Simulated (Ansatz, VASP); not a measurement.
# MgS: VASP beside Ansatz

POSCAR

```
MgS
1.0
    3.2628174056      0.0000000000      0.0000000000
    0.0000000000      3.2628174056      0.0000000000
    0.0000000000      0.0000000000      3.2628174056
Mg S
1 1
Direct
    0.0000000000      0.0000000000      0.0000000000
    0.5000000000      0.5000000000      0.5000000000
```

The input INCAR.step1:

```
PREC     = Accurate       # precision mode
ENCUT    = 520            # plane-wave cutoff, eV
EDIFF    = 1E-5           # SCF threshold, eV
ISMEAR   = -1             # smearing method
SIGMA    = 0.02           # smearing width, eV
LREAL    = F              # projectors in reciprocal space
LASPH    = T              # aspherical terms in the spheres
NELM     = 100            # most SCF steps
ALGO     = Normal         # electronic algorithm
ISIF     = 2              # what is computed and relaxed
LWAVE    = T              # write WAVECAR
LCHARG   = F              # write CHGCAR
NBANDS   = 11             # bands
GGA      = PE             # functional
```

File INCAR.step2:

```
PREC     = Accurate       # precision mode
ENCUT    = 520            # plane-wave cutoff, eV
EDIFF    = 1E-7           # SCF threshold, eV
ISMEAR   = -1             # smearing method
SIGMA    = 0.02           # smearing width, eV
LREAL    = F              # projectors in reciprocal space
LASPH    = T              # aspherical terms in the spheres
NELM     = 100            # most SCF steps
ALGO     = Normal         # electronic algorithm
ISIF     = 2              # what is computed and relaxed
LWAVE    = F              # write WAVECAR
LCHARG   = F              # write CHGCAR
GGA      = PE             # functional
LHFCALC  = T              # exact exchange
HFSCREEN = 0.2079         # screening, 1/A
PRECFOCK = Normal       
NBANDS   = 11             # bands
ISTART   = 1
```

Contents of KPOINTS:

```
Automatic mesh
0
Gamma
  6 6 6
```

Input for Ansatz:

```yaml
crystal:
  lattice:
    - [3.2628174056, 0.0, 0.0]
    - [0.0, 3.2628174056, 0.0]
    - [0.0, 0.0, 3.2628174056]
  atoms:
    - { symbol: Mg, position: [0.0, 0.0, 0.0] }
    - { symbol: S, position: [0.5, 0.5, 0.5] }
kpoints:
  mp_grid: { grid: [6, 6, 6] }
  band_path:
    path:
      - [0.0, 0.0, 0.0]
      - [0.0, 0.5, 0.0]
      - [0.5, 0.5, 0.0]
      - [0.5, 0.5, 0.5]
      - [0.4, 0.5, 0.0]
      - [0.5, 0.5, 0.1]
    npoints: 1
hamiltonian:
  xc: hse06
scf:
  occupations: { method: fermi_dirac, width: 0.02 }
  n_extra_bands: 4
output:
  forces: true
  stress: true
  eigenvalues: true
```

Alike in both runs: task single point; functional HSE06; k mesh 6 × 6 × 6; occupations fermi-dirac, width 0.02 eV; no spin polarisation.

```csv
,VASP,Ansatz
version,VASP 6.6.1,Ansatz 0.2.0
potentials or method,"VASP PAW PBE potentials, release 64 (Mg, S)","plane waves, PAW"
plane-wave cutoff (eV),520,420
valence electrons in the cell,8,16
```

|  | VASP | Ansatz | Ansatz less VASP |
| --- | --- | --- | --- |
| pressure (GPa) | -0.8 | -0.4 | +0.39 |

VASP's potentials hold 8 valence electrons a cell and Ansatz's 16, so a difference there can come from the potentials and not from the codes. Ansatz's warnings: stress exchange threshold loose, stress scf threshold loose.
